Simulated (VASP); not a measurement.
# SiNi (Pmmn) in VASP: notebook

SiNi is run at these levels: PBE; tasks: single point.

Program: VASP 6.6.1. These are calculated values, not measurements. Logs are shortened: lines on timing, memory, paths and dates and some standing lists are left out, and cuts for length are marked.

## 1. The cell of the first run

The structure is orthorhombic, space group Pmmn (No. 59). The conventional cell has a = 3.055 Å, b = 3.258 Å, c = 4.709 Å, α = 90.00°, β = 90.00°, γ = 90.00°. Si (site symmetry mm2) has 6 Ni at 2.35 to 2.40 Å and 6 Si at 2.68 to 3.06 Å within 3.1 Å. Ni (site symmetry mm2) has 6 Si at 2.35 to 2.40 Å and 6 Ni at 2.68 to 3.06 Å within 3.1 Å.

## 2. Single point, PBE

INCAR reads:

```
ALGO = Normal
EDIFF = 1E-6
ENCUT = 520
GGA = PE
ISIF = 2
ISMEAR = 0
LASPH = True
LCHARG = False
LREAL = False
LWAVE = False
NBANDS = 22
NELM = 80
PREC = Accurate
SIGMA = 0.15
```

KPOINTS reads:

```
k-points
0
Gamma
  16 14 10
```

POSCAR reads:

```
SiNi
1.0
    3.0552835660      0.0000000000      0.0000000000
    0.0000000000      3.2583147222      0.0000000000
    0.0000000000      0.0000000000      4.7093899546
Si Ni
2 2
Direct
    0.5000000000      0.5000000000      0.8431827244
    0.0000000000      0.0000000000      0.1568172756
    0.5000000000      0.5000000000      0.3423059767
    0.0000000000      0.0000000000      0.6576940233
```

Potentials or basis: VASP PAW PBE potentials, release 64 (Si, Ni).

On the command line:

```console
$ cat potpaw_PBE.64/Si/POTCAR potpaw_PBE.64/Ni/POTCAR > POTCAR
$ mpirun -np 1 vasp_std > vasp.out
```

OUTCAR:

```text
EDIFF = 1E-6
   ENCUT = 520
   GGA = PE
   ISIF = 2
   ISMEAR = 0
   LASPH = True
   LREAL = False
   NELM = 80
   PREC = Accurate

 ion  position               nearest neighbor table
   1  0.500  0.500  0.843-   3 2.35   3 2.36   4 2.40   4 2.40   4 2.40   4 2.40   2 2.68   2 2.68
                             2 2.68   2 2.68
   2  0.000  0.000  0.157-   4 2.35   4 2.36   3 2.40   3 2.40   3 2.40   3 2.40   1 2.68   1 2.68
                             1 2.68   1 2.68
   3  0.500  0.500  0.342-   1 2.35   1 2.36   2 2.40   2 2.40   2 2.40   2 2.40   4 2.68   4 2.68
                             4 2.68   4 2.68
   4  0.000  0.000  0.658-   2 2.35   2 2.36   1 2.40   1 2.40   1 2.40   1 2.40   3 2.68   3 2.68
                             3 2.68   3 2.68

  LATTYP: Found a simple orthorhombic cell.
 ALAT       =     3.0552835660
 B/A-ratio  =     1.0664524755
 C/A-ratio  =     1.5413921009

  Lattice vectors:

 A1 = (   3.0552835660,   0.0000000000,   0.0000000000)
 A2 = (   0.0000000000,   3.2583147222,   0.0000000000)
 A3 = (   0.0000000000,   0.0000000000,   4.7093899546)

Analysis of symmetry for initial positions (statically):
=====================================================================
 Subroutine PRICEL returns:
 Original cell was already a primitive cell.

 Routine SETGRP: Setting up the symmetry group for a
 simple orthorhombic supercell.

 Subroutine GETGRP returns: Found  8 space group operations
 (whereof  4 operations were pure point group operations)
 out of a pool of  8 trial point group operations.

The static configuration has the point symmetry C_2v.
 The point group associated with its full space group is D_2h.

Analysis of symmetry for dynamics (positions and initial velocities):
=====================================================================
 Subroutine PRICEL returns:
 Original cell was already a primitive cell.

 Routine SETGRP: Setting up the symmetry group for a
 simple orthorhombic supercell.

 Subroutine GETGRP returns: Found  8 space group operations
 (whereof  4 operations were pure point group operations)
 out of a pool of  8 trial point group operations.

The dynamic configuration has the point symmetry C_2v.
 The point group associated with its full space group is D_2h.

 Subroutine INISYM returns: Found  8 space group operations
 (whereof  4 operations are pure point group operations),
 and found     1 'primitive' translations

----------------------------------------------------------------------------------------

                                     Primitive cell

  volume of cell :      46.8823

  direct lattice vectors                    reciprocal lattice vectors
     3.055283566  0.000000000  0.000000000     0.327301862  0.000000000  0.000000000
     0.000000000  3.258314722  0.000000000     0.000000000  0.306907124  0.000000000
     0.000000000  0.000000000  4.709389955     0.000000000  0.000000000  0.212341728

  length of vectors
     3.055283566  3.258314722  4.709389955     0.327301862  0.306907124  0.212341728

  position of ions in fractional coordinates (direct lattice)
     0.500000000  0.500000000  0.843182724
     0.000000000  0.000000000  0.156817276
     0.500000000  0.500000000  0.342305977
     0.000000000  0.000000000  0.657694023

  ion indices of the primitive-cell ions
   primitive index   ion index
                 1           1
                 2           2
                 3           3
                 4           4

----------------------------------------------------------------------------------------

 KPOINTS: k-points

Automatic generation of k-mesh.
 Grid dimensions read from file:
 generate k-points for:   16   14   10

 Generating k-lattice:

  Cartesian coordinates                     Fractional coordinates (reciprocal lattice)
     0.020456366  0.000000000  0.000000000     0.062500000  0.000000000  0.000000000
     0.000000000  0.021921937  0.000000000     0.000000000  0.071428571  0.000000000
     0.000000000  0.000000000  0.021234173     0.000000000  0.000000000  0.100000000

  Length of vectors
     0.020456366  0.021921937  0.021234173

  Shift w.r.t. Gamma in fractional coordinates (k-lattice)
     0.000000000  0.000000000  0.000000000

 Subroutine IBZKPT returns following result:
 ===========================================

 Found    432 irreducible k-points:

 Following reciprocal coordinates:
            Coordinates               Weight
  0.000000  0.000000  0.000000      1.000000
  0.062500  0.000000  0.000000      2.000000
  0.125000  0.000000  0.000000      2.000000
  0.187500  0.000000  0.000000      2.000000
  0.250000  0.000000  0.000000      2.000000
  0.312500  0.000000  0.000000      2.000000
[... 16 lines left out ...]
  0.250000  0.142857  0.000000      4.000000
  0.312500  0.142857  0.000000      4.000000
 [... further k-points ...]
   k-points           NKPTS =    432   k-points in BZ     NKDIM =    432   number of bands    NBANDS=     22
   number of dos      NEDOS =    301   number of ions     NIONS =      4
   total plane-waves  NPLWV =  20736
   dimension x,y,z NGX =    24 NGY =   24 NGZ =   36
   dimension x,y,z NGXF=    48 NGYF=   48 NGZF=   72
   ions per type =               2   2
   NGX,Y,Z   is equivalent  to a cutoff of  13.06, 12.25, 12.71 a.u.
   NGXF,Y,Z  is equivalent  to a cutoff of  26.12, 24.49, 25.42 a.u.
 SYSTEM =  unknown system
   PREC   = accura    normal or accurate (medium, high low for compatibility)
   ISTART =      0    job   : 0-new  1-cont  2-samecut
   ICHARG =      2    charge: 1-file 2-atom 10-const
   ISPIN  =      1    spin polarized calculation?
   LNONCOLLINEAR =      F non collinear calculations
   LSORBIT =      F    spin-orbit coupling
   LASPH  =      T    aspherical Exc in radial PAW
   ENCUT  =  520.0 eV  38.22 Ry    6.18 a.u.   5.68  6.06  8.76*2*pi/ulx,y,z
   NELM   =     80;   NELMIN=  2; NELMDL= -5     # of ELM steps
   EDIFF  = 0.1E-05   stopping-criterion for ELM
   LREAL  =      F    real-space projection
   EDIFFG = 0.1E-04   stopping-criterion for IOM
   NSW    =      0    number of steps for IOM
   IBRION =     -1    ionic relax: 0-MD 1-quasi-New 2-CG
   NFREE  =      0    steps in history (QN), initial steepest desc. (CG)
   ISIF   =      2    stress and relaxation
   ISYM   =      2    0-nonsym 1-usesym 2-fastsym
   POTIM  = 0.5000    time-step for ionic-motion
   TEBEG  =    0.0;   TEEND  =   0.0 temperature during run
   PSTRESS=    0.0 pullay stress
   NELECT =      28.0000    total number of electrons
   NUPDOWN=      -1.0000    fix difference up-down
   EMIN   =  10.00;   EMAX   =-10.00  energy-range for DOS
   EFERMI =   0.00;   METHOD = LEGACY
   ISMEAR =     0;   SIGMA  =   0.15  broadening in eV -4-tet -1-fermi 0-gaus
   EFERMI_NEDOS =   21; number of points for ismear=-14 and -15
   IALGO  =     38    algorithm
   IMIX   =      4    mixing-type and parameters
     AMIX     =   0.40;   BMIX     =  1.00
     AMIX_MAG =   1.60;   BMIX_MAG =  1.00
  volume/ion in A,a.u.               =      11.72        79.09
  Fermi-wavevector in a.u.,A,eV,Ry     =   1.378662  2.605293 25.860711  1.900709
  Thomas-Fermi vector in A             =   2.503703
   LORBIT       =      0    0 simple, 1 ext, 2 COOP (PROOUT), +10 PAW based schemes
   GGA     = PE    functional components
   LHFCALC =     F    Hartree Fock is set to
   AEXX    =    0.0000 exact exchange contribution
   IVDW    =     0    specifies the selected vdW correction
   LEPSILON=     F    determine dielectric tensor
   LRPA    =     F    only Hartree local field effects (RPA)
 non-spin polarized calculation
 Gauss-broadening in eV      SIGMA  =   0.15
  energy-cutoff  :      520.00
  volume of cell :       46.88
 maximum number of plane-waves:      1284
 NGX is ok and might be reduce to    24
   NGX = 11   NGY = 13   NGZ = 17

 number of electron      28.0000024 magnetization

 Free energy of the ion-electron system (eV)
  ---------------------------------------------------
  ext. energy  EPLUGINS =         0.00000000
  ---------------------------------------------------
  free energy    TOTEN  =       -23.61682367 eV

  energy without entropy =      -23.60410935  energy(sigma->0) =      -23.61046651

 E-fermi :  11.1375     XC(G=0): -12.4192

 val. band max:       11.1369369700   @ k =   0.1875   0.2143   0.4000
 cond. band min:      11.1407647812   @ k =   0.2500   0.0714   0.3000
 fundamental gap:      0.0038278111
 Fermi energy:        11.1375114759

 k-point     1 :       0.0000    0.0000    0.0000
  band No.  band energies     occupation
      1      -2.6129      2.00000
      2       3.1252      2.00000
      3       4.7790      2.00000
      4       7.0874      2.00000
      5       7.6971      2.00000
      6       8.1493      2.00000
[... 14 lines left out ...]
     21      19.4553      0.00000
     22      20.3402      0.00000

 k-point     2 :       0.0625    0.0000    0.0000
  band No.  band energies     occupation
      1      -2.5520      2.00000
      2       3.1691      2.00000
      3       4.8279      2.00000
      4       7.0645      2.00000
      5       7.7182      2.00000
      6       8.1172      2.00000
[... 14 lines left out ...]
     21      19.5227      0.00000
     22      20.3686      0.00000

 k-point     3 :       0.1250    0.0000    0.0000
  band No.  band energies     occupation
      1      -2.3695      2.00000
      2       3.2950      2.00000
      3       4.9724      2.00000
      4       6.9299      2.00000
      5       7.7788      2.00000
      6       8.0268      2.00000
[... 14 lines left out ...]
     21      19.7243      0.00000
     22      20.4516      0.00000
[... 476 lines left out ...]
 k-point    23 :       0.2500    0.1429    0.0000
  band No.  band energies     occupation
      1      -1.3772      2.00000
      2       3.7519      2.00000
      3       5.7074      2.00000
      4       5.9546      2.00000
      5       7.2982      2.00000
      6       7.5808      2.00000
[... 14 lines left out ...]
     21      18.1231      0.00000
     22      21.7741      0.00000

 k-point    24 :       0.3125    0.1429    0.0000
  band No.  band energies     occupation
      1      -0.8481      2.00000
      2       3.6599      2.00000
      3       5.4665      2.00000
      4       6.0408      2.00000
      5       7.2914      2.00000
      6       7.3782      2.00000
[... 14 lines left out ...]
     21      18.3984      0.00000
     22      21.8528      0.00000

 [... further k-points ...]
[... 5 lines left out ...]
  --------------------------------------------------------------------------------------
  -------------------------------------------------------------------------------------
  Total       -0.1264851      0.0909222      0.0753607      0.0000000      0.0000000      0.0000000
  in kB       -4.3225559      3.1072163      2.5754087      0.0000000      0.0000000      0.0000000
  external PRESSURE =       0.4533564 kB  Pullay stress =       0.0000000 kB

 VOLUME and BASIS-vectors are now :
 -----------------------------------------------------------------------------
  energy-cutoff  :      520.00
  volume of cell :       46.88
      direct lattice vectors                 reciprocal lattice vectors
     3.055283566  0.000000000  0.000000000     0.327301862  0.000000000  0.000000000
     0.000000000  3.258314722  0.000000000     0.000000000  0.306907124  0.000000000
     0.000000000  0.000000000  4.709389955     0.000000000  0.000000000  0.212341728

 POSITION                                       TOTAL-FORCE (eV/Angst)
 -----------------------------------------------------------------------------------
      1.52764      1.62916      3.97088         0.000000      0.000000     -0.002233
      0.00000      0.00000      0.73851         0.000000      0.000000      0.002233
      1.52764      1.62916      1.61205         0.000000      0.000000      0.006832
      0.00000      0.00000      3.09734         0.000000      0.000000     -0.006832
 -----------------------------------------------------------------------------------
    total drift:                                0.000000     -0.000000     -0.000000

  FREE ENERGIE OF THE ION-ELECTRON SYSTEM (eV)
  ---------------------------------------------------
  free  energy   TOTEN  =       -23.6168236721 eV

  energy  without entropy=      -23.6041093482  energy(sigma->0) =      -23.61046651
```

Run time: 3.3 min. Hardware: 1 thread of Intel Xeon 6975P-C, shared host; peak memory 0.47 GiB.

Results:

```yaml
Free_energy: -23.6168 eV
Pressure: 0.0 GPa
Largest_force: 0.007 eV/Å
Band_gap_on_the_k_mesh: zero (band 14 reaches 13.27 eV, above the bottom of band 15 at 10.67 eV)
```

Forces in eV/Å, atoms in the order of the input:
```
Si   0.000  0.000 -0.002
Si   0.000  0.000  0.002
Ni   0.000  0.000  0.007
Ni   0.000  0.000 -0.007
```

Stress tensor (GPa, compression positive):
```
-0.43  0.00  0.00
 0.00  0.31  0.00
 0.00  0.00  0.26
```

Spin polarisation is off, so any magnetic state and its effect on volume and gap are missing.

## 3. Single point, PBE

INCAR reads:

```
SYSTEM = SiNi
PREC     = Accurate       ! precision mode
ENCUT    = 520            ! plane-wave cutoff, eV
EDIFF    = 1E-6           ! SCF threshold, eV
ISMEAR   = 0              ! smearing method
SIGMA    = 0.1            ! smearing width, eV
LREAL    = .False.        ! projectors in reciprocal space
LASPH    = .True.         ! aspherical terms in the spheres
NELM     = 100            ! most SCF steps
ALGO     = Normal         ! electronic algorithm
ISIF     = 2              ! what is computed and relaxed
LWAVE    = .False.        ! write WAVECAR
LCHARG   = .True.         ! write CHGCAR
GGA      = PE             ! functional
LELF     = .True.         ! ELF
LVHAR    = .True.       
NBANDS   = 22             ! bands
```

KPOINTS reads:

```
Automatic mesh
0
Gamma
  11 11 8
  0 0 0
```

POSCAR reads:

```
SiNi
1.0
    3.0552835571      0.0000000000      0.0000000000
    0.0000000000      3.2583147393      0.0000000000
    0.0000000000      0.0000000000      4.7093899656
Si Ni
2 2
Direct
    0.5000000000      0.5000000000      0.8431827246
    0.0000000000      0.0000000000      0.1568172754
    0.5000000000      0.5000000000      0.3423059810
    0.0000000000      0.0000000000      0.6576940190
```

Potentials or basis: VASP PAW PBE potentials, release 64 (Si, Ni).

On the command line:

```console
$ cat potpaw_PBE.64/Si/POTCAR potpaw_PBE.64/Ni/POTCAR > POTCAR
$ mpirun -np 1 vasp_std > vasp.out
```

Wall time 5.7 min (1 thread of AMD EPYC 7R13, shared host); peak memory 0.25 GiB.

Results (log left out):

| Item | Value |
| --- | --- |
| Free energy | -23.6120 eV |
| Pressure | 0.1 GPa |
| Largest force | 0.011 eV/Å |
| Band gap on the k mesh | zero (band 14 reaches 13.27 eV, above the bottom of band 15 at 10.77 eV) |

Forces on the atoms (eV/Å):
```
Si   0.000  0.000 -0.011
Si   0.000  0.000  0.011
Ni   0.000  0.000  0.006
Ni   0.000  0.000 -0.006
```

Stress tensor (GPa, compression positive):
```
-0.33  0.00  0.00
 0.00 -0.09  0.00
 0.00  0.00  0.65
```

Levels at points of the mesh, in eV from the Fermi level:
| k point | band 12 | band 13 | band 14 | band 15 | band 16 | band 17 |
| --- | --- | --- | --- | --- | --- | --- |
| (0.00, 0.00, 0.00) | -1.93 | -1.91 | -0.88 | 0.60 | 3.09 | 4.93 |
| (0.00, 0.00, 0.50) | -1.98 | 1.35 | 2.14 | 2.26 | 2.37 | 2.70 |

Spin polarisation is off, so any magnetic state and its effect on volume and gap are missing.
